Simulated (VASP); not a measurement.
A run of VASP 6.6.1 is set up as follows.

File INCAR:

```
  ALGO = Normal
  EDIFF = 1E-7
  ENCUT = 520
  GGA = PE
  ISIF = 2
  ISMEAR = 0
  LASPH = True
  LCHARG = True
  LELF = True
  LREAL = False
  LVHAR = True
  LWAVE = False
  NBANDS = 17
  NELM = 60
  PREC = Accurate
  SIGMA = 0.1
```

Contents of KPOINTS:

```
k-points
0
Gamma
  6 6 6
```

Contents of POSCAR:

```
WS
1.0
    3.0067474798      0.0000000000      0.0000000000
    0.0000000000      3.0067474798      0.0000000000
    0.0000000000      0.0000000000      3.0067474798
W S
1 1
Direct
    0.0000000000      0.0000000000      0.0000000000
    0.5000000000      0.5000000000      0.5000000000
```

Potentials or basis: VASP PAW PBE potentials, release 64 (W_sv, S).

The run is started by

```sh
$ cat potpaw_PBE.64/W_sv/POTCAR potpaw_PBE.64/S/POTCAR > POTCAR
$ mpirun -np 1 vasp_std > vasp.out
```

Question: Predict the pressure.

Answer: 0.4 GPa.

Question: Predict the band gap on the k mesh.

Answer: Zero (band 10 reaches 15.15 eV, above the bottom of band 11 at 11.47 eV).

Caveat: spin-orbit coupling is left out, which moves the levels of the heavy elements.
